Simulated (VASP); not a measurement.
**Bi: single point with LDA**

Bi:

```
Bi
1.0
     0.00000    2.27797    2.27797
     2.27797    0.00000    2.27797
     2.27797    2.27797    0.00000
Bi
1
Direct
  0.00000 0.00000 0.00000
```

This cell differs from its parent crystal: volume scaled by 0.8.

```yaml
Program: VASP 6.6.1
Task: single point
Functional: LDA
Potentials_or_basis: VASP PAW LDA potentials, release 64 (Bi_d)
Cutoff: 520 eV
k_mesh: 14 × 14 × 14
Occupations: fermi-dirac, width 0.1 eV
Spin: no spin polarisation
Dipole_correction: no
Further_INCAR_settings: ALGO = Normal; EDIFF = 1e-07; NBANDS = 14
```

| Quantity | Value |
| --- | --- |
| Pressure | 23.3 GPa |

Levels at points of the mesh, in eV from the Fermi level:
```tsv
k point	band 3	band 4	band 5	band 6	band 7	band 8	band 9	band 10	band 11	band 12
(0.00, 0.00, 0.00)	-23.44	-23.25	-23.25	-15.98	6.85	6.85	6.85	8.69	12.38	12.45
(0.50, 0.00, 0.00)	-23.42	-23.08	-23.08	-11.42	-7.22	4.53	4.53	8.25	9.53	10.97
(0.50, 0.50, 0.00)	-23.09	-23.04	-23.04	-9.59	-6.13	0.22	0.22	4.43	5.63	17.91
```

It took 12 s on 1 thread of Intel(R) Xeon(R) Platinum 8488C (Sapphire Rapids), on a shared host, peak memory 0.14 GiB.

Caveat: spin-orbit coupling is left out, which moves the levels of the heavy elements.
